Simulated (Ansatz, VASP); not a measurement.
**In in VASP and in Ansatz**

Contents of INCAR:

```
ALGO = Fast ; EDIFF = 1E-6
ENCUT = 520 ; GGA = CA
ISIF = 2 ; ISMEAR = 0
LASPH = True ; LCHARG = False
LREAL = False ; LWAVE = False
NBANDS = 34 ; NELM = 100
PREC = Accurate ; SIGMA = 0.1
```

File KPOINTS:

```
k-points
0
Gamma
  15 15 4
```

The input POSCAR:

```
In
1.0
    3.3855070175      0.0000000000      0.0000000000
   -1.6927535087      2.9319350818      0.0000000000
    0.0000000000      0.0000000000     10.5452672310
In
4
Direct
    0.0000000000      0.0000000000      0.0000000000
    0.3333333300      0.6666666700      0.2500000000
    0.0000000000      0.0000000000      0.5000000000
    0.6666666700      0.3333333300      0.7500000000
```

Input for Ansatz:

```yaml
crystal:
  lattice:
    - [3.3855070175, 0.0, 0.0]
    - [-1.6927535087, 2.9319350818, 0.0]
    - [0.0, 0.0, 10.545267231]
  atoms:
    - { symbol: In, position: [0.0, 0.0, 0.0] }
    - { symbol: In, position: [0.33333333, 0.66666667, 0.25] }
    - { symbol: In, position: [0.0, 0.0, 0.5] }
    - { symbol: In, position: [0.66666667, 0.33333333, 0.75] }
basis:
  ecutwfc: 420
kpoints:
  mp_grid: { grid: [15, 15, 4] }
hamiltonian:
  xc: lda
scf:
  occupations: { method: gaussian, width: 0.1 }
output:
  forces: true
  stress: true
  eigenvalues: true
```

Alike in both runs: task single point; functional LDA; k mesh 15 × 15 × 4; occupations gaussian, width 0.1 eV; no spin polarisation.

|  | VASP | Ansatz |
| --- | --- | --- |
| version | VASP 6.6.1 | Ansatz 0.2.0 |
| potentials or method | VASP PAW LDA potentials, release 64 (In_d), cutoff 520 eV | scalar-relativistic, plane waves, PAW |
| valence electrons in the cell | 52 | 52 |

|  | VASP | Ansatz | Ansatz less VASP |
| --- | --- | --- | --- |
| gap on the k mesh at the Fermi level (eV) | none | none | - |
| pressure (GPa) | -2.5 | -2.5 | -0.02 |
| traceless stress, the component that is largest in VASP (GPa) | 0.16 | 0.15 | -0.005 |

LDA's correlation is that of Perdew and Zunger in VASP and of Perdew and Wang (1992) in Ansatz. A gap of «none» marks a metal or a gap that the smearing closes.
